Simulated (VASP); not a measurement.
Sb, 2 atoms in the cell. It takes space group P2_1/m (No. 11, monoclinic). The conventional cell has a = 3.122 Å, b = 4.348 Å, c = 4.406 Å, α = 90.00°, β = 90.51°, γ = 90.00°. Within 4.0 Å of Sb (site symmetry m) lie 6 Sb at 3.04 to 3.15 Å. 

| Quantity | Value |
| --- | --- |
| Program | VASP 6.6.1 |
| Task | single point |
| Functional | HSE06 |
| Potentials or basis | VASP PAW PBE potentials, release 64 (Sb_d_GW) |
| Cutoff | 400 eV |
| k mesh | 6 × 4 × 4 |
| Occupations | fermi-dirac, width 0.05 eV |
| Spin | no spin polarisation |
| Dipole correction | no |
| Grid for exact exchange (PRECFOCK) | Normal |
| Further INCAR settings | ALGO = Normal; EDIFF = 1e-06; NBANDS = 22 |
| Share of exact exchange | 0.25 |
| Screening parameter | 0.2079 1/Å |

Potentials or basis: VASP PAW PBE potentials, release 64 (Sb_d_GW).

Command:

```sh
$ cat potpaw_PBE.64/Sb_d_GW/POTCAR > POTCAR
$ cp INCAR.step1 INCAR
$ mpirun -np 1 vasp_std > vasp.out
$ cp INCAR.step2 INCAR
$ mpirun -np 1 vasp_std > vasp.out
```

Hardware: 1 thread of Intel(R) Xeon(R) 6975P-C (Granite Rapids), with other jobs on the host.

How long does it take, and how much memory?

Wall time 42 min on 1 thread of Intel(R) Xeon(R) 6975P-C (Granite Rapids), with other jobs on the host, peak memory 0.3 GiB. Counts: k points 42.
